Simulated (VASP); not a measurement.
Input of a VASP 6.6.1 run:

File INCAR:

```
SYSTEM = Hf2N
ALGO = Normal
EDIFF = 1E-7
EDIFFG = -0.01
ENCUT = 600
GGA = PS
IBRION = 2
ISIF = 3
ISMEAR = 0
LASPH = .True.
LCHARG = .False.
LREAL = .False.
LWAVE = .False.
NELM = 100
NSW = 80
PREC = Accurate
SIGMA = 0.1
```

File KPOINTS:

```
k-points
0
Gamma
  2 2 4
  0 0 0
```

POSCAR

```
Hf2N
1.0
    5.3131240200      0.0000000000      0.0000000000
    0.0000000000      5.3131240200      0.0000000000
    0.0000000000      0.0000000000      3.2420983900
Hf N
4 2
Direct
    0.2955363700      0.2955363700      0.0000000000
    0.7044636300      0.7044636300      0.0000000000
    0.7955363700      0.2044636300      0.5000000000
    0.2044636300      0.7955363700      0.5000000000
    0.0000000000      0.0000000000      0.0000000000
    0.5000000000      0.5000000000      0.5000000000
```

Potentials or basis: VASP PAW PBE potentials, release 64 (Hf_pv, N).

Launch:

```sh
$ cat potpaw_PBE.64/Hf_pv/POTCAR potpaw_PBE.64/N/POTCAR > POTCAR
$ mpirun -np 1 vasp_std > vasp.out
```

(1) Predict the relaxed cell.

(2) Predict the space group after relaxing (to 0.05 Å).

## Answers

(1) a = 5.270 Å, b = 5.270 Å, c = 3.233 Å, α = 90.00°, β = 90.00°, γ = 90.00°.

(2) P4_2/mnm (No. 136).

Caveat: the k points lie up to 0.60 Å⁻¹ apart in the final cell.
